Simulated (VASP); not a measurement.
# C (C2/m) in VASP: a series of runs

The runs below take C through single point, with r2SCAN.

Program: VASP 6.6.1. These are calculated values, not measurements. Logs are shortened: lines on timing, memory, paths and dates and some standing lists are left out, and cuts for length are marked.

## (1) The cell of the first run

The structure is monoclinic, space group C2/m (No. 12). The conventional cell has a = 4.858 Å, b = 6.871 Å, c = 4.207 Å, α = 90.00°, β = 125.26°, γ = 90.00°. Within 2.0 Å of C (site symmetry 1) lie 4 C at 1.49 to 1.66 Å. Within 1.9 Å of C (site symmetry m) lie 4 C at 1.40 to 1.57 Å. C (site symmetry m) has 7 C at 1.54 to 2.25 Å within 2.3 Å.

## (2) Single point, r2SCAN (atoms displaced along a vibrational mode)

POSCAR

```
C
1.0
   -2.4291088834      2.4291088834      2.4291088834
    2.4291088834     -2.4291088834      2.4291088834
    2.4291088834      2.4291088834     -2.4291088834
C
8
Direct
    0.3238526154     -0.0169400251      0.0135571694
    0.6761473846      0.6592073594      0.6897045540
    0.0000000000      0.3390123326      0.0135571694
    0.0000000000     -0.0169400251      0.3117202336
    0.0000000000      0.6609876674     -0.0135571694
    0.3238526154      0.3407926406      0.3102954460
    0.6761473846      0.0169400251     -0.0135571694
    0.0000000000      0.0169400251      0.6882797664
```

INCAR.step1

```
SYSTEM = C
PREC = Accurate
ENCUT = 520
ISMEAR = 0
SIGMA = 0.05
LREAL = .False.
LASPH = .True.
NELM = 100
NBANDS = 26
GGA = PE
ALGO = Normal
EDIFF = 1E-4
LWAVE = .True.
LCHARG = .False.
```

INCAR.step2

```
SYSTEM = C
PREC = Accurate
ENCUT = 520
EDIFF = 1E-6
ISMEAR = 0
SIGMA = 0.05
LREAL = .False.
LASPH = .True.
NELM = 100
ALGO = Normal
ISIF = 2
LWAVE = .False.
LCHARG = .False.
METAGGA = R2SCAN
LMIXTAU = .True.
NBANDS = 26
ISTART = 1
```

KPOINTS

```
regular mesh
0
Gamma
  8 8 8
  0 0 0
```

Potentials or basis: VASP PAW PBE potentials, release 64 (C).

The run is started by

```console
$ cat potpaw_PBE.64/C/POTCAR > POTCAR
$ cp INCAR.step1 INCAR
$ mpirun -np 1 vasp_std > vasp.out
$ cp INCAR.step2 INCAR
$ mpirun -np 1 vasp_std > vasp.out
```

OUTCAR:

```text
SYSTEM = C
   PREC = Accurate
   ENCUT = 520
   EDIFF = 1E-6
   ISMEAR = 0
   LREAL = .False.
   LASPH = .True.
   NELM = 100
   ISIF = 2
   METAGGA = R2SCAN
   ISTART = 1

 ion  position               nearest neighbor table
   1  0.324  0.983  0.014-   7 1.49   5 1.51   6 1.60   8 1.66
   2  0.676  0.659  0.690-   6 1.49   5 1.51   7 1.60   8 1.66
   3  0.000  0.339  0.014-   5 1.40   6 1.51   7 1.51   8 1.57
   4  0.000  0.983  0.312-   8 1.54   5 1.57   7 1.66   6 1.66
   5  0.000  0.661  0.986-   3 1.40   2 1.51   1 1.51   4 1.57
   6  0.324  0.341  0.310-   2 1.49   3 1.51   1 1.60   4 1.66
   7  0.676  0.017  0.986-   1 1.49   3 1.51   2 1.60   4 1.66
   8  0.000  0.017  0.688-   4 1.54   3 1.57   1 1.66   2 1.66

  LATTYP: Found a body centered cubic cell.
 ALAT       =     4.8582177668

  Lattice vectors:

 A1 = (  -2.4291088834,   2.4291088834,   2.4291088834)
 A2 = (   2.4291088834,  -2.4291088834,   2.4291088834)
 A3 = (   2.4291088834,   2.4291088834,  -2.4291088834)

Analysis of symmetry for initial positions (statically):
=====================================================================
 Subroutine PRICEL returns:
 Original cell was already a primitive cell.

 Routine SETGRP: Setting up the symmetry group for a
 body centered cubic supercell.

 Subroutine GETGRP returns: Found  4 space group operations
 (whereof  4 operations were pure point group operations)
 out of a pool of 48 trial point group operations.

The static configuration has the point symmetry C_2h.

Analysis of symmetry for dynamics (positions and initial velocities):
=====================================================================
 Subroutine PRICEL returns:
 Original cell was already a primitive cell.

 Routine SETGRP: Setting up the symmetry group for a
 body centered cubic supercell.

 Subroutine GETGRP returns: Found  4 space group operations
 (whereof  4 operations were pure point group operations)
 out of a pool of 48 trial point group operations.

The dynamic configuration has the point symmetry C_2h.

 Subroutine INISYM returns: Found  4 space group operations
 (whereof  4 operations are pure point group operations),
 and found     1 'primitive' translations

----------------------------------------------------------------------------------------

                                     Primitive cell

  volume of cell :      57.3325

  direct lattice vectors                    reciprocal lattice vectors
    -2.429108883  2.429108883  2.429108883     0.000000000  0.205836800  0.205836800
     2.429108883 -2.429108883  2.429108883     0.205836800  0.000000000  0.205836800
     2.429108883  2.429108883 -2.429108883     0.205836800  0.205836800  0.000000000

  length of vectors
     4.207340003  4.207340003  4.207340003     0.291097195  0.291097195  0.291097195

  position of ions in fractional coordinates (direct lattice)
     0.323852615  0.983059975  0.013557169
     0.676147385  0.659207359  0.689704554
     0.000000000  0.339012333  0.013557169
     0.000000000  0.983059975  0.311720234
     0.000000000  0.660987667  0.986442831
     0.323852615  0.340792641  0.310295446
     0.676147385  0.016940025  0.986442831
     0.000000000  0.016940025  0.688279766

  ion indices of the primitive-cell ions
   primitive index   ion index
                 1           1
                 2           2
                 3           3
                 4           4
                 5           5
                 6           6
                 7           7
                 8           8

----------------------------------------------------------------------------------------

 KPOINTS: regular mesh

Automatic generation of k-mesh.
 Grid dimensions read from file:
 generate k-points for:    8    8    8

 Generating k-lattice:

  Cartesian coordinates                     Fractional coordinates (reciprocal lattice)
     0.000000000  0.025729600  0.025729600     0.125000000  0.000000000  0.000000000
     0.025729600  0.000000000  0.025729600     0.000000000  0.125000000  0.000000000
     0.025729600  0.025729600  0.000000000     0.000000000  0.000000000  0.125000000

  Length of vectors
     0.036387149  0.036387149  0.036387149

  Shift w.r.t. Gamma in fractional coordinates (k-lattice)
     0.000000000  0.000000000  0.000000000

 Subroutine IBZKPT returns following result:
 ===========================================

 Found    150 irreducible k-points:

 Following reciprocal coordinates:
            Coordinates               Weight
  0.000000  0.000000  0.000000      1.000000
  0.125000  0.000000  0.000000      2.000000
  0.000000  0.125000  0.000000      4.000000
  0.000000  0.000000  0.125000      4.000000
  0.000000  0.125000 -0.125000      2.000000
  0.250000  0.000000  0.000000      2.000000
[... 16 lines left out ...]
  0.000000  0.250000 -0.125000      4.000000
 -0.125000  0.250000  0.000000      2.000000
 [... further k-points ...]
   k-points           NKPTS =    150   k-points in BZ     NKDIM =    150   number of bands    NBANDS=     26
   number of dos      NEDOS =    301   number of ions     NIONS =      8
   total plane-waves  NPLWV =  32768
   dimension x,y,z NGX =    32 NGY =   32 NGZ =   32
   dimension x,y,z NGXF=    64 NGYF=   64 NGZF=   64
   ions per type =               8
   NGX,Y,Z   is equivalent  to a cutoff of  12.64, 12.64, 12.64 a.u.
   NGXF,Y,Z  is equivalent  to a cutoff of  25.29, 25.29, 25.29 a.u.
 SYSTEM =  C
   PREC   = accura    normal or accurate (medium, high low for compatibility)
   ISTART =      1    job   : 0-new  1-cont  2-samecut
   ICHARG =      0    charge: 1-file 2-atom 10-const
   ISPIN  =      1    spin polarized calculation?
   LNONCOLLINEAR =      F non collinear calculations
   LSORBIT =      F    spin-orbit coupling
   LASPH  =      T    aspherical Exc in radial PAW
   ENCUT  =  520.0 eV  38.22 Ry    6.18 a.u.   7.82  7.82  7.82*2*pi/ulx,y,z
   NELM   =    100;   NELMIN=  2; NELMDL=  0     # of ELM steps
   EDIFF  = 0.1E-05   stopping-criterion for ELM
   LREAL  =      F    real-space projection
[... 7 lines left out ...]
   TEBEG  =    0.0;   TEEND  =   0.0 temperature during run
   PSTRESS=    0.0 pullay stress
   NELECT =      32.0000    total number of electrons
   NUPDOWN=      -1.0000    fix difference up-down
   EMIN   =  10.00;   EMAX   =-10.00  energy-range for DOS
   EFERMI =   0.00;   METHOD = LEGACY
   ISMEAR =     0;   SIGMA  =   0.05  broadening in eV -4-tet -1-fermi 0-gaus
   EFERMI_NEDOS =   21; number of points for ismear=-14 and -15
   IALGO  =     38    algorithm
   IMIX   =      4    mixing-type and parameters
     AMIX     =   0.40;   BMIX     =  1.00
     AMIX_MAG =   1.60;   BMIX_MAG =  1.00
  volume/ion in A,a.u.               =       7.17        48.36
  Fermi-wavevector in a.u.,A,eV,Ry     =   1.347901  2.547163 24.719552  1.816836
  Thomas-Fermi vector in A             =   2.475613
   LORBIT       =      0    0 simple, 1 ext, 2 COOP (PROOUT), +10 PAW based schemes
   METAGGA = R2SCAN    functional components
   LHFCALC =     F    Hartree Fock is set to
   AEXX    =    0.0000 exact exchange contribution
   IVDW    =     0    specifies the selected vdW correction
   LEPSILON=     F    determine dielectric tensor
   LRPA    =     F    only Hartree local field effects (RPA)
 non-spin polarized calculation
 Gauss-broadening in eV      SIGMA  =   0.05
  energy-cutoff  :      520.00
  volume of cell :       57.33
 maximum number of plane-waves:      1568
   NGX = 15   NGY = 15   NGZ = 15

 number of electron      32.0000001 magnetization

 Free energy of the ion-electron system (eV)
  ---------------------------------------------------
  ext. energy  EPLUGINS =         0.00000000
  ---------------------------------------------------
  free energy    TOTEN  =       -71.61031944 eV

  energy without entropy =      -71.61031944  energy(sigma->0) =      -71.61031944

 E-fermi :   8.3057     XC(G=0): -12.4778

 val. band max:        8.0547202264   @ k =   0.5000   0.5000   0.5000
 cond. band min:       9.2947797033   @ k =   0.1250   0.1250  -0.3750
 fundamental gap:      1.2400594769
 Fermi energy:         8.3056970246

 k-point     1 :       0.0000    0.0000    0.0000
  band No.  band energies     occupation
      1     -15.5239      2.00000
      2      -7.9918      2.00000
      3      -6.8900      2.00000
      4      -6.8880      2.00000
      5      -6.1712      2.00000
      6      -5.8958      2.00000
[... 18 lines left out ...]
     25      17.9705      0.00000
     26      18.1746      0.00000

 k-point     2 :       0.1250    0.0000    0.0000
  band No.  band energies     occupation
      1     -15.4231      2.00000
      2      -8.1688      2.00000
      3      -7.9880      2.00000
      4      -6.8326      2.00000
      5      -6.6564      2.00000
      6      -5.2280      2.00000
[... 18 lines left out ...]
     25      17.8390      0.00000
     26      18.1062      0.00000

 k-point     3 :       0.0000    0.1250    0.0000
  band No.  band energies     occupation
      1     -15.4106      2.00000
      2      -8.8708      2.00000
      3      -7.5537      2.00000
      4      -6.3657      2.00000
      5      -6.0361      2.00000
      6      -5.6074      2.00000
[... 18 lines left out ...]
     25      17.8552      0.00000
     26      18.0659      0.00000

 k-point     4 :       0.0000    0.0000    0.1250
  band No.  band energies     occupation
      1     -15.4288      2.00000
      2      -8.1506      2.00000
      3      -7.6268      2.00000
      4      -6.9887      2.00000
      5      -6.8427      2.00000
      6      -5.7354      2.00000
[... 18 lines left out ...]
     25      17.9156      0.00000
     26      18.1011      0.00000

 k-point     5 :       0.0000    0.1250   -0.1250
  band No.  band energies     occupation
      1     -15.4157      2.00000
      2      -8.8642      2.00000
      3      -6.9569      2.00000
      4      -6.8479      2.00000
      5      -6.0937      2.00000
      6      -5.9946      2.00000
[... 18 lines left out ...]
     25      17.7326      0.00000
     26      18.0573      0.00000

 k-point     6 :       0.2500    0.0000    0.0000
  band No.  band energies     occupation
      1     -15.1482      2.00000
      2      -9.2982      2.00000
      3      -8.5584      2.00000
      4      -6.9739      2.00000
      5      -6.8289      2.00000
      6      -5.3282      2.00000
[... 427 lines left out ...]
 k-point    21 :       0.1250    0.1250   -0.2500
  band No.  band energies     occupation
      1     -15.2417      2.00000
      2      -9.0403      2.00000
      3      -8.2056      2.00000
      4      -7.3008      2.00000
      5      -6.1310      2.00000
      6      -5.5726      2.00000
[... 18 lines left out ...]
     25      17.7453      0.00000
     26      18.1968      0.00000

 k-point    22 :       0.1250    0.0000   -0.2500
  band No.  band energies     occupation
      1     -15.2570      2.00000
      2      -8.2973      2.00000
      3      -8.1838      2.00000
      4      -8.0017      2.00000
      5      -6.9023      2.00000
      6      -4.9356      2.00000
[... 18 lines left out ...]
     25      17.7534      0.00000
     26      18.1539      0.00000

 k-point    23 :       0.0000    0.2500   -0.1250
  band No.  band energies     occupation
      1     -15.1886      2.00000
      2      -9.9335      2.00000
      3      -7.5921      2.00000
      4      -6.8733      2.00000
      5      -6.0443      2.00000
      6      -5.1266      2.00000
[... 18 lines left out ...]
     25      17.5290      0.00000
     26      18.3541      0.00000

 k-point    24 :      -0.1250    0.2500    0.0000
  band No.  band energies     occupation
      1     -15.1833      2.00000
      2      -9.9256      2.00000
      3      -7.9012      2.00000
      4      -6.7673      2.00000
      5      -5.4651      2.00000
      6      -5.0087      2.00000
[... 18 lines left out ...]
     25      17.7484      0.00000
     26      17.7897      0.00000

 [... further k-points ...]

------------------------ aborting loop because EDIFF is reached ----------------------------------------

  FORCE on cell =-STRESS in cart. coord.  units (eV):
  Direction    XX          YY          ZZ          XY          YZ          ZX
  --------------------------------------------------------------------------------------
  -------------------------------------------------------------------------------------
  Total        0.1291092      1.6092843      1.6092843     -0.2716191      0.4200735      0.2716186
  in kB        3.6080014     44.9720227     44.9720227     -7.5904924     11.7391032      7.5904780
  external PRESSURE =      31.1840156 kB  Pullay stress =       0.0000000 kB

 VOLUME and BASIS-vectors are now :
 -----------------------------------------------------------------------------
  energy-cutoff  :      520.00
  volume of cell :       57.33
      direct lattice vectors                 reciprocal lattice vectors
    -2.429108883  2.429108883  2.429108883     0.000000000  0.205836800  0.205836800
     2.429108883 -2.429108883  2.429108883     0.205836800  0.000000000  0.205836800
     2.429108883  2.429108883 -2.429108883     0.205836800  0.205836800  0.000000000

 POSITION                                       TOTAL-FORCE (eV/Angst)
 -----------------------------------------------------------------------------------
      1.63422     -1.56835      3.14170         0.180878     -2.378965      4.069065
      1.63422      1.71652      1.56835         0.180878     -4.069065      2.378965
      0.85643     -0.79057      0.79057        -2.772153      0.089462     -0.089462
      3.14516     -1.63076      1.63076         3.265659     -0.298106      0.298106
      4.00179      0.79057     -0.79057         2.772153     -0.089462      0.089462
      0.79489      0.71259      0.86075        -0.180878      4.069065     -2.378965
      0.79489      3.99746     -0.71259        -0.180878      2.378965     -4.069065
      1.71306      1.63076     -1.63076        -3.265659      0.298106     -0.298106
 -----------------------------------------------------------------------------------
    total drift:                                0.000000      0.000000      0.000000

  FREE ENERGIE OF THE ION-ELECTRON SYSTEM (eV)
  ---------------------------------------------------
  free  energy   TOTEN  =       -71.6103194395 eV

  energy  without entropy=      -71.6103194395  energy(sigma->0) =      -71.61031944
```

Run time: 3.5 min. Hardware: 1 thread of Intel Xeon 6975P-C (Granite Rapids), shared host; peak memory 0.27 GiB.

What came out:

```
Free energy            : -71.6103 eV
Pressure               : 3.1 GPa
Largest force          : 4.717 eV/Å
Band gap on the k mesh : 1.24 eV (least direct gap 2.52 eV)
```

Forces on the atoms (eV/Å):
```
C    0.181 -2.379  4.069
C    0.181 -4.069  2.379
C   -2.772  0.089 -0.089
C    3.266 -0.298  0.298
C    2.772 -0.089  0.089
C   -0.181  4.069 -2.379
C   -0.181  2.379 -4.069
C   -3.266  0.298 -0.298
```

Stress tensor (GPa, compression positive):
```
 0.36 -0.76  0.76
-0.76  4.50  1.17
 0.76  1.17  4.50
```

Levels at points of the mesh, in eV from the valence-band top:
| k point | band 14 | band 15 | band 16 | band 17 | band 18 | band 19 |
| --- | --- | --- | --- | --- | --- | --- |
| (0.00, 0.00, 0.00) | -2.45 | -1.51 | -1.03 | 2.10 | 2.61 | 3.16 |
| (0.50, 0.00, 0.00) | -4.97 | -3.60 | -2.75 | 2.53 | 4.00 | 4.63 |
| (0.00, 0.50, 0.00) | -4.22 | -3.71 | -3.26 | 2.18 | 3.67 | 3.95 |
| (0.00, 0.00, 0.50) | -5.04 | -3.67 | -3.10 | 2.87 | 4.59 | 4.66 |
| (0.00, 0.50, 0.50) | -4.26 | -3.96 | -3.29 | 2.21 | 4.47 | 4.52 |
| (0.50, 0.50, 0.50) | -2.84 | -1.56 | 0.00 | 2.52 | 4.16 | 4.69 |

Caveat: the cell differs from its parent crystal (atoms displaced along a vibrational mode); the cell stands under pressure; the PAW data sets were made with another functional, which shifts forces and pressure a little. A k mesh can miss the band edges.

(Continued in part 2 of 2.)
